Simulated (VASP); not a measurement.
# Hf3F in VASP: further runs, part 2 of 2

VASP 6.6.1.

### Step 3. Single point, PBE

This run uses another cell than the first one, of 19.17 Å³/atom, 1.004 times its volume.

Contents of INCAR:

```
ALGO     = Normal         # electronic algorithm
EDIFF    = 1E-7           # SCF threshold, eV
ENCUT    = 520            # plane-wave cutoff, eV
GGA      = PE             # functional
ISIF     = 2              # what is computed and relaxed
ISMEAR   = 0              # smearing method
LASPH    = True           # aspherical terms in the spheres
LCHARG   = False          # write CHGCAR
LREAL    = False          # projectors in reciprocal space
LWAVE    = False          # write WAVECAR
NBANDS   = 26             # bands
NELM     = 100            # most SCF steps
PREC     = Accurate       # precision mode
SIGMA    = 0.1            # smearing width, eV
```

Contents of KPOINTS:

```
k-points
0
Gamma
  6 4 4
```

Contents of POSCAR:

```
Hf3F
1.0
    3.0578660127      0.0000000000      0.0000000000
    0.0000000000      3.1342715423      0.0000000000
    0.0000000000      0.0000000000      8.0010018805
Hf F
3 1
Direct
    0.0000000000      0.0000000000      0.5000000000
    0.5000000000      0.5000000000      0.7731696943
    0.5000000000      0.5000000000      0.2268303057
    0.0000000000      0.0000000000      0.0000000000
```

Potentials or basis: VASP PAW PBE potentials, release 64 (Hf_pv, F).

Started as:

```bash
cat potpaw_PBE.64/Hf_pv/POTCAR potpaw_PBE.64/F/POTCAR > POTCAR
mpirun -np 1 vasp_std > vasp.out
```

OUTCAR:

```text
EDIFF = 1E-7
   ENCUT = 520
   GGA = PE
   ISIF = 2
   ISMEAR = 0
   LASPH = True
   LREAL = False
   NELM = 100
   PREC = Accurate

 ion  position               nearest neighbor table
   1  0.000  0.000  0.500-   2 3.09   3 3.09   2 3.09   3 3.09   2 3.09   3 3.09   2 3.09   3 3.09

   2  0.500  0.500  0.773-   4 2.84   4 2.84   4 2.84   4 2.84   1 3.09   1 3.09   1 3.09   1 3.09
                             3 3.63
   3  0.500  0.500  0.227-   4 2.84   4 2.84   4 2.84   4 2.84   1 3.09   1 3.09   1 3.09   1 3.09
                             2 3.63
   4  0.000  0.000  0.000-   2 2.84   3 2.84   2 2.84   3 2.84   2 2.84   3 2.84   2 2.84   3 2.84

  LATTYP: Found a simple orthorhombic cell.
 ALAT       =     3.0578660127
 B/A-ratio  =     1.0249865525
 C/A-ratio  =     2.6165312173

  Lattice vectors:

 A1 = (   3.0578660127,   0.0000000000,   0.0000000000)
 A2 = (   0.0000000000,   3.1342715423,   0.0000000000)
 A3 = (   0.0000000000,   0.0000000000,   8.0010018805)

Analysis of symmetry for initial positions (statically):
[... 171 lines left out ...]
  ---------------------------------------------------
  ext. energy  EPLUGINS =         0.00000000
  ---------------------------------------------------
  free energy    TOTEN  =       -33.76478609 eV

  energy without entropy =      -33.74660695  energy(sigma->0) =      -33.75569652

 E-fermi :   4.8618     XC(G=0): -11.0890

 val. band max:        4.8516759623   @ k =   0.5000   0.5000   0.5000
 cond. band min:       4.8793124235   @ k =   0.1667   0.2500   0.0000
 fundamental gap:      0.0276364612
 Fermi energy:         4.8617888968

 k-point     1 :       0.0000    0.0000    0.0000
  band No.  band energies     occupation
      1     -26.2986      2.00000
      2     -26.2838      2.00000
      3     -25.8797      2.00000
      4     -25.8554      2.00000
      5     -25.7757      2.00000
      6     -25.7523      2.00000
[... 685 lines left out ...]
     25       9.5360      0.00000
     26       9.5373      0.00000

 [... further k-points ...]
[... 5 lines left out ...]
  --------------------------------------------------------------------------------------
  -------------------------------------------------------------------------------------
  Total       -0.2677997     -0.2420583     -0.2998976     -0.0000000      0.0000000      0.0000000
  in kB       -5.5952719     -5.0574438     -6.2659089     -0.0000000      0.0000000      0.0000000
  external PRESSURE =      -5.6395416 kB  Pullay stress =       0.0000000 kB

 VOLUME and BASIS-vectors are now :
 -----------------------------------------------------------------------------
  energy-cutoff  :      520.00
  volume of cell :       76.68
      direct lattice vectors                 reciprocal lattice vectors
     3.057866013  0.000000000  0.000000000     0.327025447  0.000000000  0.000000000
     0.000000000  3.134271542  0.000000000     0.000000000  0.319053403  0.000000000
     0.000000000  0.000000000  8.001001881     0.000000000  0.000000000  0.124984348

 POSITION                                       TOTAL-FORCE (eV/Angst)
 -----------------------------------------------------------------------------------
      0.00000      0.00000      4.00050         0.000000      0.000000      0.000000
      1.52893      1.56714      6.18613         0.000000      0.000000     -0.014126
      1.52893      1.56714      1.81487         0.000000      0.000000      0.014126
      0.00000      0.00000      0.00000         0.000000      0.000000      0.000000
 -----------------------------------------------------------------------------------
    total drift:                                0.000000      0.000000     -0.000000

  FREE ENERGIE OF THE ION-ELECTRON SYSTEM (eV)
  ---------------------------------------------------
  free  energy   TOTEN  =       -33.7647860935 eV

  energy  without entropy=      -33.7466069546  energy(sigma->0) =      -33.75569652
```

OSZICAR:

```text
N       E                     dE             d eps       ncg     rms          rms(c)
DAV:   1     0.146131505643E+03    0.14613E+03   -0.19892E+04  1872   0.134E+03
DAV:   2    -0.286796094982E+02   -0.17481E+03   -0.16951E+03  2222   0.326E+02
DAV:   3    -0.369285527074E+02   -0.82489E+01   -0.80572E+01  2420   0.500E+01
DAV:   4    -0.370565404796E+02   -0.12799E+00   -0.12760E+00  2320   0.646E+00
DAV:   5    -0.370587014765E+02   -0.21610E-02   -0.21582E-02  2472   0.748E-01    0.829E+01
DAV:   6    -0.345856867851E+02    0.24730E+01   -0.21353E+01  2202   0.201E+01    0.318E+01
DAV:   7    -0.345442513953E+02    0.41435E-01   -0.12322E+01  2194   0.107E+01    0.270E+01
DAV:   8    -0.338324183118E+02    0.71183E+00   -0.68027E+00  2374   0.931E+00    0.285E+00
DAV:   9    -0.337694420814E+02    0.62976E-01   -0.43361E-01  2358   0.305E+00    0.311E+00
DAV:  10    -0.337694242990E+02    0.17782E-04   -0.72722E-02  2346   0.119E+00    0.145E+00
DAV:  11    -0.337648608972E+02    0.45634E-02   -0.20511E-02  2362   0.600E-01    0.317E-01
DAV:  12    -0.337647940578E+02    0.66839E-04   -0.14853E-03  2288   0.210E-01    0.190E-01
DAV:  13    -0.337647867927E+02    0.72651E-05   -0.15303E-04  2416   0.529E-02    0.569E-02
DAV:  14    -0.337647865970E+02    0.19571E-06   -0.68302E-06  2224   0.148E-02    0.286E-02
DAV:  15    -0.337647858082E+02    0.78886E-06   -0.14217E-06  2434   0.702E-03    0.212E-02
DAV:  16    -0.337647860334E+02   -0.22522E-06   -0.19243E-06  1998   0.505E-03    0.108E-03
DAV:  17    -0.337647860935E+02   -0.60167E-07   -0.85656E-08  1212   0.167E-03
   1 F= -.33764786E+02 E0= -.33755697E+02  d E =-.181791E-01
```

It took 54 s on 1 thread of Intel Xeon Platinum 8375C at 2.90GHz (Ice Lake), shared host; peak memory 0.21 GiB.

Results:

* Free energy: -33.7648 eV
* Pressure: -0.6 GPa
* Largest force: 0.014 eV/Å

Forces on the atoms (eV/Å):
```
Hf   0.000  0.000  0.000
Hf   0.000  0.000 -0.014
Hf   0.000  0.000  0.014
F    0.000  0.000  0.000
```

Levels at points of the mesh, in eV from the Fermi level:
| k point | band 15 | band 16 | band 17 | band 18 | band 19 | band 20 | band 21 | band 22 | band 23 | band 24 |
| --- | --- | --- | --- | --- | --- | --- | --- | --- | --- | --- |
| (0.00, 0.00, 0.00) | -3.38 | -2.97 | -2.13 | -1.10 | -0.32 | 0.41 | 1.73 | 1.77 | 2.11 | 3.09 |
| (0.50, 0.00, 0.00) | -3.06 | -1.87 | -0.33 | -0.07 | 0.49 | 0.76 | 0.96 | 1.34 | 1.35 | 2.41 |
| (0.00, 0.50, 0.00) | -3.11 | -2.04 | -0.47 | -0.09 | 0.30 | 0.61 | 0.94 | 1.74 | 1.75 | 2.81 |
| (0.50, 0.50, 0.00) | -2.73 | -1.74 | -1.67 | -0.83 | 0.16 | 0.30 | 1.79 | 3.26 | 3.45 | 3.46 |
| (0.00, 0.00, 0.50) | -4.56 | -2.66 | -2.06 | -1.26 | -0.60 | 0.54 | 1.71 | 2.07 | 2.84 | 3.18 |
| (0.50, 0.00, 0.50) | -2.74 | -2.23 | -0.57 | 0.05 | 0.36 | 0.66 | 1.45 | 1.50 | 1.52 | 2.19 |
| (0.00, 0.50, 0.50) | -2.77 | -2.41 | -0.49 | -0.12 | 0.23 | 0.43 | 1.35 | 1.86 | 1.87 | 2.61 |
| (0.50, 0.50, 0.50) | -1.95 | -1.74 | -1.65 | -1.57 | -0.01 | 0.14 | 0.42 | 3.60 | 3.68 | 4.58 |

Caveat: the k points lie up to 0.50 Å⁻¹ apart; spin-orbit coupling is left out, which moves the levels of the heavy elements; an odd number of electrons without spin polarisation forces a metal; a magnetic or distorted state may lie lower.

### Step 4. Relaxation of cell and atoms, PBE

This run uses another cell than the first one, of 19.17 Å³/atom, 1.004 times its volume.

Contents of INCAR:

```
SYSTEM = Hf3F
PREC     = Accurate       ! precision mode
ENCUT    = 600            ! plane-wave cutoff, eV
EDIFF    = 1E-7           ! SCF threshold, eV
ISMEAR   = 0              ! smearing method
SIGMA    = 0.1            ! smearing width, eV
LREAL    = .False.        ! projectors in reciprocal space
LASPH    = .True.         ! aspherical terms in the spheres
NELM     = 60             ! most SCF steps
ALGO     = Normal         ! electronic algorithm
ISIF     = 3              ! what is computed and relaxed
LWAVE    = .False.        ! write WAVECAR
LCHARG   = .False.        ! write CHGCAR
GGA      = PE             ! functional
IBRION   = 2              ! ionic algorithm
NSW      = 90             ! ionic steps
EDIFFG   = -0.04          ! ionic threshold
```

Contents of KPOINTS:

```
regular mesh
0
Gamma
  6 6 2
  0 0 0
```

POSCAR is that of step 3.

Potentials or basis: VASP PAW PBE potentials, release 64 (Hf_pv, F).

Started as:

```bash
cat potpaw_PBE.64/Hf_pv/POTCAR potpaw_PBE.64/F/POTCAR > POTCAR
mpirun -np 1 vasp_std > vasp.out
```

OUTCAR:

```text
SYSTEM = Hf3F
   PREC = Accurate
   ENCUT = 600
   EDIFF = 1E-7
   ISMEAR = 0
   LREAL = .False.
   LASPH = .True.
   NELM = 60
   ISIF = 3
   GGA = PE
   IBRION = 2
   NSW = 90
   EDIFFG = -0.04

 ion  position               nearest neighbor table
   1  0.000  0.000  0.500-   2 3.09   3 3.09   2 3.09   3 3.09   2 3.09   3 3.09   2 3.09   3 3.09

   2  0.500  0.500  0.773-   4 2.84   4 2.84   4 2.84   4 2.84   1 3.09   1 3.09   1 3.09   1 3.09
                             3 3.63
   3  0.500  0.500  0.227-   4 2.84   4 2.84   4 2.84   4 2.84   1 3.09   1 3.09   1 3.09   1 3.09
                             2 3.63
   4  0.000  0.000  0.000-   2 2.84   3 2.84   2 2.84   3 2.84   2 2.84   3 2.84   2 2.84   3 2.84

  LATTYP: Found a simple orthorhombic cell.
 ALAT       =     3.0578660127
 B/A-ratio  =     1.0249865525
 C/A-ratio  =     2.6165312173

  Lattice vectors:

 A1 = (   3.0578660127,   0.0000000000,   0.0000000000)
 A2 = (   0.0000000000,   3.1342715423,   0.0000000000)
 A3 = (   0.0000000000,   0.0000000000,   8.0010018805)

Analysis of symmetry for initial positions (statically):
[... 176 lines left out ...]
  free energy    TOTEN  =       -33.82721273 eV

  energy without entropy =      -33.80623507  energy(sigma->0) =      -33.81672390

------------------------ aborting loop because EDIFF is reached ----------------------------------------

  FORCE on cell =-STRESS in cart. coord.  units (eV):
  Direction    XX          YY          ZZ          XY          YZ          ZX
  --------------------------------------------------------------------------------------
  -------------------------------------------------------------------------------------
  Total        0.2215488     -1.1746014      0.0738406     -0.0000000      0.0000000      0.0000000
  in kB        4.6289284    -24.5415308      1.5427875     -0.0000000      0.0000000      0.0000000
  external PRESSURE =      -6.1232716 kB  Pullay stress =       0.0000000 kB
[... 177 lines left out ...]
--------------------------------------- Ionic step        6  -------------------------------------------

 number of electron      37.0000015 magnetization

 Free energy of the ion-electron system (eV)
  ---------------------------------------------------
  ext. energy  EPLUGINS =         0.00000000
  ---------------------------------------------------
  free energy    TOTEN  =       -33.84152746 eV

  energy without entropy =      -33.82060923  energy(sigma->0) =      -33.83106835

 E-fermi :   4.9647     XC(G=0): -11.1413

 val. band max:        4.9595569362   @ k =   0.5000   0.3333   0.5000
 cond. band min:       5.0024873590   @ k =   0.3333   0.3333   0.5000
 fundamental gap:      0.0429304228
 Fermi energy:         4.9647187165

 k-point     1 :       0.0000    0.0000    0.0000
  band No.  band energies     occupation
      1     -26.1779      2.00000
      2     -26.1591      2.00000
      3     -25.7160      2.00000
      4     -25.7125      2.00000
      5     -25.6917      2.00000
      6     -25.6882      2.00000
[... 589 lines left out ...]
     21       5.5758      0.00000
     22       6.5730      0.00000

 [... further k-points ...]
[... 5 lines left out ...]
  --------------------------------------------------------------------------------------
  -------------------------------------------------------------------------------------
  Total       -0.0321472      0.0182433     -0.0723075     -0.0000000      0.0000000      0.0000000
  in kB       -0.6784441      0.3850112     -1.5259968     -0.0000000      0.0000000      0.0000000
  external PRESSURE =      -0.6064766 kB  Pullay stress =       0.0000000 kB
[... 19 lines left out ...]
  FREE ENERGIE OF THE ION-ELECTRON SYSTEM (eV)
  ---------------------------------------------------
  free  energy   TOTEN  =       -33.8415274618 eV

  energy  without entropy=      -33.8206092300  energy(sigma->0) =      -33.83106835

 reached required accuracy - stopping structural energy minimisation
```

OSZICAR:

```text
N       E                     dE             d eps       ncg     rms          rms(c)
DAV:   1     0.164769313192E+03    0.16477E+03   -0.22125E+04  1424   0.177E+03
[... 63 lines left out ...]
DAV:   2    -0.338415873830E+02    0.41836E-04   -0.33706E-03  1420   0.406E-01    0.136E-01
DAV:   3    -0.338415478234E+02    0.39560E-04   -0.13596E-04  1926   0.787E-02    0.590E-02
DAV:   4    -0.338415323449E+02    0.15479E-04   -0.36069E-05  1722   0.334E-02    0.516E-02
DAV:   5    -0.338415268234E+02    0.55215E-05   -0.26070E-05  1810   0.255E-02    0.206E-02
DAV:   6    -0.338415275582E+02   -0.73484E-06   -0.69523E-06  1840   0.112E-02    0.128E-02
DAV:   7    -0.338415274246E+02    0.13368E-06   -0.24645E-06  1582   0.665E-03    0.226E-03
DAV:   8    -0.338415274618E+02   -0.37262E-07   -0.87473E-08   958   0.221E-03
   6 F= -.33841527E+02 E0= -.33831068E+02  d E =-.299508E-03
```

CONTCAR:

```text
Hf3F
   1.00000000000000
     3.0763937330092941   -0.0000000000000000    0.0000000000000000
    -0.0000000000000000    3.0734696856168058    0.0000000000000000
     0.0000000000000000    0.0000000000000000    8.0291455236133711
  Hf              F
     3     1
Direct
     1.0000000000000000    1.0000000000000000    0.5000000000000000
     0.5000000000000000    0.5000000000000000    0.7751284421364124
     0.5000000000000000    0.5000000000000000    0.2248715578635876
     1.0000000000000000    1.0000000000000000    1.0000000000000000

  0.00000000E+00  0.00000000E+00  0.00000000E+00
  0.00000000E+00  0.00000000E+00  0.00000000E+00
  0.00000000E+00  0.00000000E+00  0.00000000E+00
  0.00000000E+00  0.00000000E+00  0.00000000E+00
```

It took 3.7 min on 1 thread of Intel Xeon Platinum 8375C at 2.90GHz (Ice Lake), shared host; peak memory 0.24 GiB.

Results:

```
Free energy                            : -33.8415 eV
Relaxed volume                         : 18.98 Å³/atom
Relaxed cell                           : a = 3.076 Å, b = 3.073 Å, c = 8.029 Å, α = 90.00°, β = 90.00°, γ = 90.00°
Space group after relaxing (to 0.05 Å) : P4/mmm (No. 123)
Energy gained by relaxing              : 3.6 meV/atom
Ionic steps                            : 6
Pressure after relaxing                : -0.1 GPa
Largest force after relaxing           : 0.033 eV/Å
```

Forces in eV/Å, atoms in the order of the input:
```
Hf   0.000  0.000  0.000
Hf   0.000  0.000  0.033
Hf   0.000  0.000 -0.033
F    0.000  0.000  0.000
```

Stress tensor (GPa, compression positive):
```
-0.07  0.00  0.00
 0.00  0.04  0.00
 0.00  0.00 -0.15
```

Step by step:
| step | energy change (eV) | largest force (eV/Å) | pressure (GPa) | volume (Å³) |
| --- | --- | --- | --- | --- |
| 1 | 0.0000 | 0.1247 | -0.61 | 76.68 |
| 2 | -0.0118 | 0.1215 | 0.28 | 75.87 |
| 3 | -0.0125 | 0.1204 | 0.58 | 75.60 |
| 4 | -0.0136 | 0.0058 | -0.46 | 76.21 |
| 5 | -0.0140 | 0.0465 | -0.10 | 75.99 |
| 6 | -0.0143 | 0.0332 | -0.06 | 75.92 |

Final structure:
```xyz
4
Lattice="3.0764 0.0000 0.0000 0.0000 3.0735 0.0000 0.0000 0.0000 8.0291" Properties=species:S:1:pos:R:3 pbc="T T T"
Hf    3.0764    3.0735    4.0146
Hf    1.5382    1.5367    6.2236
Hf    1.5382    1.5367    1.8055
F     3.0764    3.0735    8.0291
```

Caveat: the k points lie up to 0.39 Å⁻¹ apart in the final cell; spin-orbit coupling is left out, which moves the levels of the heavy elements; an odd number of electrons without spin polarisation forces a metal; a magnetic or distorted state may lie lower.

### Step 5. Single point, PBE

Contents of INCAR:

```
SYSTEM = Hf3F
PREC     = Accurate       ! precision mode
ENCUT    = 520            ! plane-wave cutoff, eV
EDIFF    = 1E-7           ! SCF threshold, eV
ISMEAR   = 0              ! smearing method
SIGMA    = 0.1            ! smearing width, eV
LREAL    = .FALSE.        ! projectors in reciprocal space
LASPH    = .TRUE.         ! aspherical terms in the spheres
NELM     = 80             ! most SCF steps
ALGO     = Normal         ! electronic algorithm
ISIF     = 2              ! what is computed and relaxed
LWAVE    = .FALSE.        ! write WAVECAR
LCHARG   = .FALSE.        ! write CHGCAR
GGA      = PE             ! functional
NBANDS   = 26             ! bands
```

Contents of KPOINTS:

```
regular mesh
0
G
  16 16 6
  0 0 0
```

Contents of POSCAR:

```
Hf3F
1.0
    3.0924786264      0.0000000000      0.0000000000
    0.0000000000      3.0924786264      0.0000000000
    0.0000000000      0.0000000000      7.9887781921
Hf F
3 1
Direct
    0.0000000000      0.0000000000      0.5000000000
    0.5000000000      0.5000000000      0.7759181312
    0.5000000000      0.5000000000      0.2240818688
    0.0000000000      0.0000000000      0.0000000000
```

Started as:

```bash
cat potpaw_PBE.64/Hf_pv/POTCAR potpaw_PBE.64/F/POTCAR > POTCAR
mpirun -np 1 vasp_std > vasp.out
```

Run time: 4.4 min. Hardware: 1 thread of Intel Xeon Platinum 8375C at 2.90GHz (Ice Lake), shared host; peak memory 0.4 GiB.

Results (log left out):

```
Free energy   : -33.8245 eV
Pressure      : -0.6 GPa
Largest force : 0.012 eV/Å
```

Forces on the atoms (eV/Å):
```
Hf   0.000  0.000  0.000
Hf   0.000  0.000 -0.012
Hf   0.000  0.000  0.012
F    0.000  0.000  0.000
```

Levels at points of the mesh, in eV from the Fermi level:
| k point | band 14 | band 15 | band 16 | band 17 | band 18 | band 19 | band 20 | band 21 | band 22 | band 23 |
| --- | --- | --- | --- | --- | --- | --- | --- | --- | --- | --- |
| (0.00, 0.00, 0.00) | -6.16 | -3.41 | -2.99 | -2.15 | -1.14 | -0.36 | 0.31 | 1.71 | 1.93 | 1.93 |
| (0.50, 0.00, 0.00) | -3.45 | -3.10 | -1.97 | -0.44 | -0.14 | 0.36 | 0.59 | 0.89 | 1.55 | 1.55 |
| (0.50, 0.50, 0.00) | -3.07 | -2.74 | -1.72 | -1.72 | -0.83 | 0.21 | 0.21 | 1.70 | 3.27 | 3.47 |
| (0.00, 0.00, 0.50) | -5.66 | -4.60 | -2.66 | -2.07 | -1.32 | -0.66 | 0.45 | 1.88 | 1.88 | 2.74 |
| (0.50, 0.00, 0.50) | -3.40 | -2.77 | -2.35 | -0.59 | -0.05 | 0.20 | 0.48 | 1.42 | 1.67 | 1.70 |
| (0.50, 0.50, 0.50) | -2.85 | -1.94 | -1.78 | -1.63 | -1.63 | 0.06 | 0.06 | 0.34 | 3.62 | 3.62 |

Caveat: spin-orbit coupling is left out, which moves the levels of the heavy elements; an odd number of electrons without spin polarisation forces a metal; a magnetic or distorted state may lie lower.

### Step 6. The runs side by side

| task | cell | k mesh | cutoff (eV) | gap on the mesh (eV) | pressure (GPa) | largest force (eV/Å) |
| --- | --- | --- | --- | --- | --- | --- |
| single point | a = 3.079, b = 3.088, c = 8.029 Å, 4 atoms | 6 × 6 × 2 | 520 | none | -0.7 | 0.01 |
| single point | a = 3.058, b = 3.134, c = 8.001 Å, 4 atoms | 6 × 4 × 4 | 520 | none | -0.6 | 0.01 |
| relaxation of cell and atoms | relaxed from a = 3.058, b = 3.134, c = 8.001 Å, 4 atoms | 6 × 6 × 2 | 600 | none | -0.1 | 0.03 |
| single point | a = 3.092, b = 3.092, c = 7.989 Å, 4 atoms | 16 × 16 × 6 | 520 | none | -0.6 | 0.01 |

Alike in all rows: level PBE; potentials or basis VASP PAW PBE potentials, release 64 (Hf_pv, F); no spin polarisation; smearing gaussian 0.1 eV.

Caveats: some runs use coarse meshes; spin-orbit coupling is left out, which moves the levels of the heavy elements; an odd number of electrons without spin polarisation forces a metal; a magnetic or distorted state may lie lower.

Total energies depend on the potentials used, so only differences within one code and one set of settings carry meaning.
